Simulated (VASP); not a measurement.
Here is a VASP 6.6.1 calculation.

Contents of INCAR:

```
SYSTEM = Mg2BeS3
PREC = Accurate ; ENCUT = 600
EDIFF = 1E-6 ; ISMEAR = 0
SIGMA = 0.1 ; LREAL = .False.
LASPH = .True. ; NELM = 120
ALGO = Normal ; ISIF = 2
LWAVE = .False. ; LCHARG = .True.
GGA = PE ; LELF = .True.
LVHAR = .True. ; NBANDS = 21
GGA_COMPAT = .False.
```

File KPOINTS:

```
regular mesh
0
Gamma
  6 6 2
  0 0 0
```

File POSCAR:

```
Mg2BeS3
1.0
    3.6094375900      0.0000000000      0.0000000000
    0.0000000000      3.6094375900      0.0000000000
    0.0000000000      0.0000000000      7.8425993200
Mg Be S
2 1 3
Direct
    0.5000000000      0.0000000000      0.2626059900
    0.0000000000      0.5000000000      0.7373940100
    0.0000000000      0.0000000000      0.0000000000
    0.5000000000      0.0000000000      0.6250519800
    0.0000000000      0.5000000000      0.3749480200
    0.5000000000      0.5000000000      0.0000000000
```

Potentials or basis: VASP PAW PBE potentials, release 64 (Mg, Be, S).

Command:

```console
$ cat potpaw_PBE.64/Mg/POTCAR potpaw_PBE.64/Be/POTCAR potpaw_PBE.64/S/POTCAR > POTCAR
$ mpirun -np 1 vasp_std > vasp.out
```

Question: Predict the largest force.

Answer: 1.766 eV/Å.

Question: Estimate the pressure.

Answer: -3.9 GPa.

Question: Estimate the band gap on the k mesh.

Answer: Zero (bands 12 and 13 overlap by 1.11 eV).

Forces on the atoms (eV/Å):
```
Mg   0.000  0.000  1.766
Mg   0.000  0.000 -1.766
Be   0.000  0.000  0.000
S    0.000  0.000  1.149
S    0.000  0.000 -1.149
S    0.000  0.000  0.000
```

Caveat: the k points lie up to 0.40 Å⁻¹ apart, too coarse for converged energies and pressures of a metal; forces of over 1 eV/Å act on the atoms, so gaps and moduli don't describe the material at rest.
